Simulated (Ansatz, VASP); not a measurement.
**Two plane-wave programs on AlN**

File INCAR:

```
SYSTEM = AlN
PREC = Accurate
ENCUT = 520
EDIFF = 1E-6
ISMEAR = 0
SIGMA = 0.05
LREAL = .False.
LASPH = .True.
NELM = 80
ALGO = Normal
ISIF = 2
LWAVE = .False.
LCHARG = .False.
GGA = PE
NBANDS = 11
```

Contents of KPOINTS:

```
Automatic mesh
0
Gamma
  10 10 10
  0 0 0
```

File POSCAR:

```
AlN
1.0
    0.0000000000      2.1839935596      2.1839935596
    2.1839935596      0.0000000000      2.1839935596
    2.1839935596      2.1839935596      0.0000000000
Al N
1 1
Direct
    0.0323767796     -0.0323767796      0.0000000000
    0.7500000000      0.7500000000      0.7500000000
```

Input for Ansatz:

```yaml
crystal:
  lattice:
    - [0.0, 2.1839935596, 2.1839935596]
    - [2.1839935596, 0.0, 2.1839935596]
    - [2.1839935596, 2.1839935596, 0.0]
  atoms:
    - { symbol: Al, position: [0.0323767796, -0.0323767796, 0.0] }
    - { symbol: "N", position: [0.75, 0.75, 0.75] }
basis:
  ecutwfc: 420
kpoints:
  mp_grid: { grid: [10, 10, 10] }
hamiltonian:
  xc: pbe
scf:
  occupations: { method: gaussian, width: 0.05 }
output:
  forces: true
  stress: true
  eigenvalues: true
```

Change from the starting cell: all Al atoms moved -0.100 Å, as atom 1 along Cartesian [1 -1 0].

Alike in both runs: task single point; functional PBE; k mesh 10 × 10 × 10; occupations gaussian, width 0.05 eV; no spin polarisation.

```csv
,VASP,Ansatz
version,VASP 6.6.1,Ansatz 0.2.0
potentials or method,"VASP PAW PBE potentials, release 64 (Al, N), cutoff 520 eV","scalar-relativistic, plane waves, PAW"
valence electrons in the cell,8,8
```

|  | VASP | Ansatz | Ansatz less VASP |
| --- | --- | --- | --- |
| gap on the k mesh at the Fermi level (eV) | 3.05 | 3.06 | +0.009 |
| least direct gap on the mesh (eV) | 3.92 | 3.91 | -0.009 |
| pressure (GPa) | 5.8 | 6.1 | +0.26 |
| traceless stress, the component that is largest in VASP (GPa) | 5.21 | 5.18 | -0.031 |
| rms of the force components (eV/Å) | 0.881 | 0.878 | -0.0035 |

Atom by atom the forces differ by 0.004 eV/Å (rms over components). The functional is the same, so the differences come from potentials, cutoffs and numerics.
